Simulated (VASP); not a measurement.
Wanted: the native input for a VASP 6.6.1 run.

```yaml
Task: single point
Functional: PBE-based screened hybrid
Potentials_or_basis: VASP PAW PBE potentials, release 64 (N, B)
Cutoff: 520 eV
k_mesh: 7 × 7 × 7
Occupations: fermi-dirac, width 0.05 eV
Spin: no spin polarisation
Dipole_correction: no
Grid_for_exact_exchange_PRECFOCK: Normal
Share_of_exact_exchange: 0.25
Further_INCAR_settings: ALGO = Normal; EDIFF = 1e-07; NBANDS = 11
Screening_parameter: 0.3 1/Å
```

The system is BN.

```
CELL_PARAMETERS angstrom
0.00000 1.81300 1.81300
1.81300 0.00000 1.81300
1.81300 1.81300 0.00000
ATOMIC_POSITIONS crystal
N 0.25000 0.25000 0.25000
B 0.00000 0.00000 0.00000
```

These files were run (other wordings do the same):

POSCAR

```
BN
1.0
    0.0000000000      1.8130010000      1.8130010000
    1.8130010000      0.0000000000      1.8130010000
    1.8130010000      1.8130010000      0.0000000000
N B
1 1
Direct
    0.2500000000      0.2500000000      0.2500000000
    0.0000000000      0.0000000000      0.0000000000
```

INCAR.step1

```
SYSTEM = BN
  PREC = Accurate
  ENCUT = 520
  EDIFF = 1E-5
  ISMEAR = -1
  SIGMA = 0.05
  LREAL = .False.
  LASPH = .True.
  NELM = 100
  ALGO = Normal
  ISIF = 2
  LWAVE = .True.
  NBANDS = 11
  GGA = PE
```

INCAR.step2

```
SYSTEM = BN
  PREC = Accurate
  ENCUT = 520
  EDIFF = 1E-7
  ISMEAR = -1
  SIGMA = 0.05
  LREAL = .False.
  LASPH = .True.
  NELM = 100
  ALGO = Normal
  ISIF = 2
  LWAVE = .False.
  LCHARG = .True.
  GGA = PE
  LHFCALC = .True.
  AEXX = 0.25
  HFSCREEN = 0.3
  PRECFOCK = Normal
  LELF = .True.
  LVHAR = .True.
  NBANDS = 11
  ISTART = 1
```

KPOINTS

```
Automatic mesh
0
Gamma
  7 7 7
  0 0 0
```

Potentials or basis: VASP PAW PBE potentials, release 64 (N, B).

Launch:

```console
$ cat potpaw_PBE.64/N/POTCAR potpaw_PBE.64/B/POTCAR > POTCAR
$ cp INCAR.step1 INCAR
$ mpirun -np 1 vasp_std > vasp.out
$ cp INCAR.step2 INCAR
$ mpirun -np 1 vasp_std > vasp.out
```

Results of the run:

The pressure is -8.7 GPa. The band gap on the k mesh is 5.79 eV, indirect (least direct gap 10.24 eV).

Caveat: the k points lie up to 0.43 Å⁻¹ apart; the PAW data sets were made with another functional, which shifts forces and pressure a little.

It took 8.7 min on 1 thread of Intel(R) Xeon(R) Platinum 8375C CPU @ 2.90GHz (Ice Lake), with other jobs on the host, peak memory 0.22 GiB.
